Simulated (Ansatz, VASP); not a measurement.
**Two plane-wave programs on Ta**

```xyz
2
Lattice="2.8249 0.0000 0.0000 -1.4125 2.4465 0.0000 0.0000 0.0000 5.0767" Properties=species:S:1:pos:R:3 pbc="T T T"
Ta    1.4125    0.8155    3.8075
Ta    0.0000    1.6310    1.2692
```

Alike in both runs: task relaxation of cell and atoms; functional LDA; k mesh 18 × 18 × 8; occupations gaussian, width 0.1 eV; no spin polarisation.

```csv
,VASP,Ansatz
version,VASP 6.6.1,Ansatz 0.2.0
potentials or method,"VASP PAW LDA potentials, release 64 (Ta_pv), cutoff 600 eV","scalar-relativistic, plane waves, PAW"
valence electrons in the cell,22,26
```

|  | VASP | Ansatz | Ansatz less VASP |
| --- | --- | --- | --- |
| gap on the k mesh at the Fermi level, each at its own relaxed structure (eV) | none | none | - |
| relaxed volume (Å³/atom) | 17.74 | 17.67 | -0.070 |
| relaxed cell length with the largest relative difference (Å) | 5.073 | 5.066 | -0.0074 |

LDA's correlation is that of Perdew and Zunger in VASP and of Perdew and Wang (1992) in Ansatz. A gap of «none» marks a metal or a gap that the smearing closes. VASP's potentials hold 22 valence electrons a cell and Ansatz's 26, so a difference there can come from the potentials and not from the codes.

Spin-orbit coupling is off throughout.
